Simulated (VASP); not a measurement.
# HfN (Fm-3m) in VASP: a series of runs

The runs below take HfN through single point, with PBEsol.

Everything below comes from runs of VASP 6.6.1. Logs are shortened: lines on timing, memory, paths and dates and some standing lists are left out, and cuts for length are marked.

**1. The cell of the first run**

The structure is cubic, space group Fm-3m (No. 225). The conventional cell has a = 4.367 Å, b = 4.367 Å, c = 4.367 Å, α = 90.00°, β = 90.00°, γ = 90.00°. Hf (site symmetry m-3m) has 6 N at 2.18 Å within 2.9 Å. Within 2.9 Å of N (site symmetry m-3m) lie 6 Hf at 2.18 Å.

**2. Single point, PBEsol (equal strain along all axes, cell held: -3.0 %)**

The input, INCAR:

```
SYSTEM = HfN
  PREC = Accurate
  ENCUT = 520
  EDIFF = 1E-6
  ISMEAR = 0
  SIGMA = 0.1
  LREAL = .FALSE.
  LASPH = .TRUE.
  NELM = 80
  ALGO = Normal
  ISIF = 2
  LWAVE = .FALSE.
  LCHARG = .TRUE.
  GGA = PS
  LELF = .TRUE.
  LVHAR = .TRUE.
  NBANDS = 23
```

The input, KPOINTS:

```
regular mesh
0
G
  16 16 12
  0 0 0
```

The input, POSCAR:

```
HfN
1.0
    2.1833418773      2.1833418773      0.0000000000
   -2.1833418773      2.1833418773      0.0000000000
    0.0000000000      0.0000000000      4.3666837546
Hf N
2 2
Direct
    0.0000000000      0.0000000000      0.0000000000
    0.5000000000      0.5000000000      0.5000000000
    0.5000000000      0.5000000000      0.0000000000
    0.0000000000      0.0000000000      0.5000000000
```

Potentials or basis: VASP PAW PBE potentials, release 64 (Hf_pv, N).

Command:

```
cat potpaw_PBE.64/Hf_pv/POTCAR potpaw_PBE.64/N/POTCAR > POTCAR
mpirun -np 1 vasp_std > vasp.out
```

OUTCAR:

```text
SYSTEM = HfN
   PREC = Accurate
   ENCUT = 520
   EDIFF = 1E-6
   ISMEAR = 0
   LREAL = .FALSE.
   LASPH = .TRUE.
   NELM = 80
   ISIF = 2
   GGA = PS

 ion  position               nearest neighbor table
   1  0.000  0.000  0.000-   3 2.18   4 2.18   4 2.18   3 2.18   3 2.18   3 2.18   2 3.09   2 3.09
                             2 3.09   2 3.09   2 3.09   2 3.09   2 3.09   2 3.09
   2  0.500  0.500  0.500-   3 2.18   4 2.18   3 2.18   4 2.18   4 2.18   4 2.18   1 3.09   1 3.09
                             1 3.09   1 3.09   1 3.09   1 3.09   1 3.09   1 3.09
   3  0.500  0.500  0.000-   1 2.18   2 2.18   2 2.18   1 2.18   1 2.18   1 2.18
   4  0.000  0.000  0.500-   1 2.18   2 2.18   1 2.18   2 2.18   2 2.18   2 2.18

  LATTYP: Found a simple tetragonal cell.
 ALAT       =     3.0877116942
 C/A-ratio  =     1.4142135624

  Lattice vectors:

 A1 = (   2.1833418773,   2.1833418773,   0.0000000000)
 A2 = (  -2.1833418773,   2.1833418773,   0.0000000000)
 A3 = (   0.0000000000,   0.0000000000,   4.3666837546)

Analysis of symmetry for initial positions (statically):
=====================================================================
 Subroutine PRICEL returns following result:

  LATTYP: Found a face centered cubic cell.
 ALAT       =     4.3666837546

  Lattice vectors:

 A1 = (   0.0000000000,  -2.1833418773,  -2.1833418773)
 A2 = (   2.1833418773,   0.0000000000,  -2.1833418773)
 A3 = (   2.1833418773,  -2.1833418773,  -0.0000000000)

   2 primitive cells build up your supercell.

 Routine SETGRP: Setting up the symmetry group for a
 simple tetragonal supercell.

 Subroutine GETGRP returns: Found 16 space group operations
 (whereof 16 operations were pure point group operations)
 out of a pool of 16 trial point group operations.

The static configuration has the point symmetry D_4h.

Analysis of symmetry for dynamics (positions and initial velocities):
=====================================================================
 Subroutine PRICEL returns following result:

  LATTYP: Found a face centered cubic cell.
 ALAT       =     4.3666837546

  Lattice vectors:

 A1 = (   0.0000000000,  -2.1833418773,  -2.1833418773)
 A2 = (   2.1833418773,   0.0000000000,  -2.1833418773)
 A3 = (   2.1833418773,  -2.1833418773,  -0.0000000000)

   2 primitive cells build up your supercell.

 Routine SETGRP: Setting up the symmetry group for a
 simple tetragonal supercell.

 Subroutine GETGRP returns: Found 16 space group operations
 (whereof 16 operations were pure point group operations)
 out of a pool of 16 trial point group operations.

The dynamic configuration has the point symmetry D_4h.

 Subroutine INISYM returns: Found 16 space group operations
 (whereof 16 operations are pure point group operations),
 and found     2 'primitive' translations

----------------------------------------------------------------------------------------

                                     Primitive cell

  volume of cell :      20.8159

  direct lattice vectors                    reciprocal lattice vectors
     0.000000000 -2.183341877 -2.183341877    -0.229006737 -0.229006737 -0.229006737
     2.183341877  0.000000000 -2.183341877     0.229006737  0.229006737 -0.229006737
     2.183341877 -2.183341877 -0.000000000     0.229006737 -0.229006737  0.229006737

  length of vectors
     3.087711694  3.087711694  3.087711694     0.396651304  0.396651304  0.396651304

  position of ions in fractional coordinates (direct lattice)
     0.000000000  0.000000000  0.000000000
     0.500000000  0.500000000  0.500000000

  ion indices of the primitive-cell ions
   primitive index   ion index
                 1           1
                 2           4

----------------------------------------------------------------------------------------

 KPOINTS: regular mesh

Automatic generation of k-mesh.
 Grid dimensions read from file:
 generate k-points for:   16   16   12

 Generating k-lattice:

  Cartesian coordinates                     Fractional coordinates (reciprocal lattice)
     0.014312921  0.014312921  0.000000000     0.062500000  0.000000000  0.000000000
    -0.014312921  0.014312921  0.000000000     0.000000000  0.062500000  0.000000000
     0.000000000  0.000000000  0.019083895     0.000000000  0.000000000  0.083333333

  Length of vectors
     0.020241527  0.020241527  0.019083895

  Shift w.r.t. Gamma in fractional coordinates (k-lattice)
     0.000000000  0.000000000  0.000000000

 Subroutine IBZKPT returns following result:
 ===========================================

 Found    315 irreducible k-points:

 Following reciprocal coordinates:
            Coordinates               Weight
  0.000000  0.000000  0.000000      1.000000
  0.062500  0.000000  0.000000      4.000000
  0.125000  0.000000  0.000000      4.000000
  0.187500  0.000000  0.000000      4.000000
  0.250000  0.000000  0.000000      4.000000
  0.312500  0.000000  0.000000      4.000000
[... 16 lines left out ...]
  0.437500  0.125000  0.000000      8.000000
  0.500000  0.125000  0.000000      4.000000
 [... further k-points ...]
   k-points           NKPTS =    315   k-points in BZ     NKDIM =    315   number of bands    NBANDS=     23
   number of dos      NEDOS =    301   number of ions     NIONS =      4
   total plane-waves  NPLWV =  18432
   dimension x,y,z NGX =    24 NGY =   24 NGZ =   32
   dimension x,y,z NGXF=    48 NGYF=   48 NGZF=   64
   ions per type =               2   2
   NGX,Y,Z   is equivalent  to a cutoff of  12.92, 12.92, 12.18 a.u.
   NGXF,Y,Z  is equivalent  to a cutoff of  25.84, 25.84, 24.37 a.u.
 SYSTEM =  HfN
   PREC   = accura    normal or accurate (medium, high low for compatibility)
   ISTART =      0    job   : 0-new  1-cont  2-samecut
   ICHARG =      2    charge: 1-file 2-atom 10-const
   ISPIN  =      1    spin polarized calculation?
   LNONCOLLINEAR =      F non collinear calculations
   LSORBIT =      F    spin-orbit coupling
   LASPH  =      T    aspherical Exc in radial PAW
   ENCUT  =  520.0 eV  38.22 Ry    6.18 a.u.   5.74  5.74  8.12*2*pi/ulx,y,z
   NELM   =     80;   NELMIN=  2; NELMDL= -5     # of ELM steps
   EDIFF  = 0.1E-05   stopping-criterion for ELM
   LREAL  =      F    real-space projection
   EDIFFG = 0.1E-04   stopping-criterion for IOM
   NSW    =      0    number of steps for IOM
   IBRION =     -1    ionic relax: 0-MD 1-quasi-New 2-CG
   NFREE  =      0    steps in history (QN), initial steepest desc. (CG)
   ISIF   =      2    stress and relaxation
   ISYM   =      2    0-nonsym 1-usesym 2-fastsym
   POTIM  = 0.5000    time-step for ionic-motion
   TEBEG  =    0.0;   TEEND  =   0.0 temperature during run
   PSTRESS=    0.0 pullay stress
   NELECT =      30.0000    total number of electrons
   NUPDOWN=      -1.0000    fix difference up-down
   EMIN   =  10.00;   EMAX   =-10.00  energy-range for DOS
   EFERMI =   0.00;   METHOD = LEGACY
   ISMEAR =     0;   SIGMA  =   0.10  broadening in eV -4-tet -1-fermi 0-gaus
   EFERMI_NEDOS =   21; number of points for ismear=-14 and -15
   IALGO  =     38    algorithm
   IMIX   =      4    mixing-type and parameters
     AMIX     =   0.40;   BMIX     =  1.00
     AMIX_MAG =   1.60;   BMIX_MAG =  1.00
  volume/ion in A,a.u.               =      10.41        70.24
  Fermi-wavevector in a.u.,A,eV,Ry     =   1.467710  2.773569 29.309287  2.154172
  Thomas-Fermi vector in A             =   2.583295
   LORBIT       =      0    0 simple, 1 ext, 2 COOP (PROOUT), +10 PAW based schemes
   GGA     = PS    functional components
   LHFCALC =     F    Hartree Fock is set to
   AEXX    =    0.0000 exact exchange contribution
   IVDW    =     0    specifies the selected vdW correction
   LEPSILON=     F    determine dielectric tensor
   LRPA    =     F    only Hartree local field effects (RPA)
 non-spin polarized calculation
 Gauss-broadening in eV      SIGMA  =   0.10
  energy-cutoff  :      520.00
  volume of cell :       41.63
 maximum number of plane-waves:      1140
 NGX is ok and might be reduce to    24
   NGX = 11   NGY = 11   NGZ = 17

 number of electron      30.0000009 magnetization

 Free energy of the ion-electron system (eV)
  ---------------------------------------------------
  ext. energy  EPLUGINS =         0.00000000
  ---------------------------------------------------
  free energy    TOTEN  =       -45.68113751 eV

  energy without entropy =      -45.67661552  energy(sigma->0) =      -45.67887651

 E-fermi :   9.1183     XC(G=0): -13.4367

 val. band max:        9.1168995527   @ k =   0.0625   0.0625   0.0000
 cond. band min:       9.1190011407   @ k =   0.1875   0.0000   0.0000
 fundamental gap:      0.0021015880
 Fermi energy:         9.1182981376

 k-point     1 :       0.0000    0.0000    0.0000
  band No.  band energies     occupation
      1     -22.6674      2.00000
      2     -21.9637      2.00000
      3     -21.9637      2.00000
      4     -21.5186      2.00000
      5     -21.5186      2.00000
      6     -21.5178      2.00000
[... 15 lines left out ...]
     22      13.7985      0.00000
     23      15.7297      0.00000

 k-point     2 :       0.0625    0.0000    0.0000
  band No.  band energies     occupation
      1     -22.6546      2.00000
      2     -21.9907      2.00000
      3     -21.9558      2.00000
      4     -21.5572      2.00000
      5     -21.5266      2.00000
      6     -21.5189      2.00000
[... 15 lines left out ...]
     22      14.0414      0.00000
     23      15.3436      0.00000

 k-point     3 :       0.1250    0.0000    0.0000
  band No.  band energies     occupation
      1     -22.6168      2.00000
      2     -22.0664      2.00000
      3     -21.9326      2.00000
      4     -21.6657      2.00000
      5     -21.5529      2.00000
      6     -21.5203      2.00000
[... 15 lines left out ...]
     22      14.7096      0.00000
     23      14.8056      0.00000

 k-point     4 :       0.1875    0.0000    0.0000
  band No.  band energies     occupation
      1     -22.5558      2.00000
      2     -22.1759      2.00000
      3     -21.8963      2.00000
      4     -21.8248      2.00000
      5     -21.5966      2.00000
      6     -21.5240      2.00000
[... 15 lines left out ...]
     22      14.1823      0.00000
     23      14.7525      0.00000

 k-point     5 :       0.2500    0.0000    0.0000
  band No.  band energies     occupation
      1     -22.4747      2.00000
      2     -22.2988      2.00000
      3     -22.0090      2.00000
      4     -21.8497      2.00000
      5     -21.6573      2.00000
      6     -21.5318      2.00000
[... 15 lines left out ...]
     22      14.7682      0.00000
     23      15.0009      0.00000

 k-point     6 :       0.3125    0.0000    0.0000
  band No.  band energies     occupation
      1     -22.4132      2.00000
      2     -22.3777      2.00000
      3     -22.1918      2.00000
      4     -21.7967      2.00000
      5     -21.7340      2.00000
      6     -21.5460      2.00000
[... 15 lines left out ...]
     22      15.6705      0.00000
     23      15.9144      0.00000

 k-point     7 :       0.3750    0.0000    0.0000
  band No.  band energies     occupation
      1     -22.4994      2.00000
      2     -22.3503      2.00000
      3     -22.2693      2.00000
      4     -21.8251      2.00000
      5     -21.7414      2.00000
      6     -21.5681      2.00000
[... 353 lines left out ...]
     22      15.1620      0.00000
     23      15.9596      0.00000

 k-point    21 :       0.3125    0.1250    0.0000
  band No.  band energies     occupation
      1     -22.3968      2.00000
      2     -22.3437      2.00000
      3     -22.2096      2.00000
      4     -21.8786      2.00000
      5     -21.7479      2.00000
      6     -21.6302      2.00000
[... 15 lines left out ...]
     22      14.7864      0.00000
     23      15.8500      0.00000

 k-point    22 :       0.3750    0.1250    0.0000
  band No.  band energies     occupation
      1     -22.4850      2.00000
      2     -22.3584      2.00000
      3     -22.2422      2.00000
      4     -21.8310      2.00000
      5     -21.8219      2.00000
      6     -21.6505      2.00000
[... 15 lines left out ...]
     22      15.3121      0.00000
     23      15.3940      0.00000

 k-point    23 :       0.4375    0.1250    0.0000
  band No.  band energies     occupation
      1     -22.5313      2.00000
      2     -22.4676      2.00000
      3     -22.1354      2.00000
      4     -21.9255      2.00000
      5     -21.7676      2.00000
      6     -21.6801      2.00000
[... 15 lines left out ...]
     22      14.8873      0.00000
     23      16.3403      0.00000

 k-point    24 :       0.5000    0.1250    0.0000
  band No.  band energies     occupation
      1     -22.5265      2.00000
      2     -22.5265      2.00000
      3     -22.0283      2.00000
      4     -22.0283      2.00000
      5     -21.7195      2.00000
      6     -21.7195      2.00000
[... 15 lines left out ...]
     22      14.4074      0.00000
     23      17.5230      0.00000

 [... further k-points ...]
[... 5 lines left out ...]
  --------------------------------------------------------------------------------------
  -------------------------------------------------------------------------------------
  Total        7.6423564      7.6423564      7.5366533      0.0000000      0.0000000     -0.0000000
  in kB      294.1119330    294.1119330    290.0440064      0.0000000      0.0000000     -0.0000000
  external PRESSURE =     292.7559575 kB  Pullay stress =       0.0000000 kB

 VOLUME and BASIS-vectors are now :
 -----------------------------------------------------------------------------
  energy-cutoff  :      520.00
  volume of cell :       41.63
      direct lattice vectors                 reciprocal lattice vectors
     2.183341877  2.183341877  0.000000000     0.229006737  0.229006737  0.000000000
    -2.183341877  2.183341877  0.000000000    -0.229006737  0.229006737  0.000000000
     0.000000000  0.000000000  4.366683755     0.000000000  0.000000000  0.229006737

 POSITION                                       TOTAL-FORCE (eV/Angst)
 -----------------------------------------------------------------------------------
      0.00000      0.00000      0.00000        -0.000000     -0.000000     -0.000000
      0.00000      2.18334      2.18334        -0.000000     -0.000000      0.000000
      0.00000      2.18334      0.00000         0.000000      0.000000     -0.000000
      0.00000      0.00000      2.18334         0.000000      0.000000     -0.000000
 -----------------------------------------------------------------------------------
    total drift:                                0.000000     -0.000000     -0.000000

  FREE ENERGIE OF THE ION-ELECTRON SYSTEM (eV)
  ---------------------------------------------------
  free  energy   TOTEN  =       -45.6811375070 eV

  energy  without entropy=      -45.6766155194  energy(sigma->0) =      -45.67887651
```

Wall time 5.3 min (1 thread of Intel Xeon 8259CL, shared host); peak memory 0.36 GiB.

What came out:

```yaml
Free_energy: -45.6811 eV
Pressure: 29.3 GPa
Band_gap_on_the_k_mesh: zero (bands 15 and 16 overlap by 7.46 eV)
```

Levels at points of the mesh, in eV from the Fermi level:
```
           k point  band 12  band 13  band 14  band 15  band 16  band 17  band 18  band 19
(0.00, 0.00, 0.00)    -3.66    -3.08    -3.08    -3.08    -0.43    -0.43    -0.43     2.21
(0.50, 0.00, 0.00)    -6.33    -5.51    -5.51     2.01     2.01     2.46     2.46     3.71
(0.50, 0.50, 0.00)    -4.32    -3.66    -3.66    -3.66    -3.66     4.68     4.68     6.40
(0.00, 0.00, 0.50)    -3.95    -3.95    -3.95    -2.80    -2.80     3.30     3.30     3.68
(0.50, 0.00, 0.50)    -6.70    -6.70    -6.70     3.80     3.80     4.27     4.27     4.27
(0.50, 0.50, 0.50)    -5.56    -5.56    -5.56     1.28     1.28     1.28     1.28     6.42
```

Caveat: the cell differs from its parent crystal (equal strain along all axes, cell held: -3.0 %); the cell stands under pressure; the PAW data sets were made with another functional, which shifts forces and pressure a little; spin-orbit coupling is left out, which moves the levels of the heavy elements.

**3. Single point, PBEsol (equal strain along all axes, cell held: -1.5 %)**

The input, INCAR:

```
PREC = Accurate
ENCUT = 520
EDIFF = 1E-6
ISMEAR = 0
SIGMA = 0.1
LREAL = F
LASPH = T
NELM = 100
ALGO = Normal
ISIF = 2
LWAVE = F
LCHARG = F
GGA = PS
NBANDS = 23
```

The input, KPOINTS:

```
Automatic mesh
0
Gamma
  16 16 12
```

The input, POSCAR:

```
HfN
1.0
    2.2171048960      2.2171048960      0.0000000000
   -2.2171048960      2.2171048960      0.0000000000
    0.0000000000      0.0000000000      4.4342097920
Hf N
2 2
Direct
    0.0000000000      0.0000000000      0.0000000000
    0.5000000000      0.5000000000      0.5000000000
    0.5000000000      0.5000000000      0.0000000000
    0.0000000000      0.0000000000      0.5000000000
```

Potentials or basis: VASP PAW PBE potentials, release 64 (Hf_pv, N).

Command:

```
cat potpaw_PBE.64/Hf_pv/POTCAR potpaw_PBE.64/N/POTCAR > POTCAR
mpirun -np 1 vasp_std > vasp.out
```

Run time: 5.8 min. Hardware: 1 thread of Intel Xeon 8259CL, shared host; peak memory 0.37 GiB.

It converged, with:

```
Free energy            : -45.9306 eV
Pressure               : 11.9 GPa
Band gap on the k mesh : zero (bands 15 and 16 overlap by 7.24 eV)
```

Levels at points of the mesh, in eV from the Fermi level:
| k point | band 12 | band 13 | band 14 | band 15 | band 16 | band 17 | band 18 | band 19 |
| --- | --- | --- | --- | --- | --- | --- | --- | --- |
| (0.00, 0.00, 0.00) | -3.67 | -3.04 | -3.04 | -3.04 | -0.40 | -0.40 | -0.40 | 2.09 |
| (0.50, 0.00, 0.00) | -6.11 | -5.42 | -5.42 | 1.91 | 1.91 | 2.34 | 2.34 | 3.49 |
| (0.50, 0.50, 0.00) | -4.09 | -3.67 | -3.67 | -3.66 | -3.66 | 4.41 | 4.41 | 6.01 |
| (0.00, 0.00, 0.50) | -3.90 | -3.90 | -3.90 | -2.64 | -2.64 | 3.12 | 3.12 | 3.48 |
| (0.50, 0.00, 0.50) | -6.45 | -6.45 | -6.45 | 3.57 | 3.57 | 4.02 | 4.02 | 4.02 |
| (0.50, 0.50, 0.50) | -5.52 | -5.52 | -5.52 | 1.21 | 1.21 | 1.21 | 1.21 | 6.03 |

Caveat: the cell differs from its parent crystal (equal strain along all axes, cell held: -1.5 %); the cell stands under pressure; the PAW data sets were made with another functional, which shifts forces and pressure a little; spin-orbit coupling is left out, which moves the levels of the heavy elements.
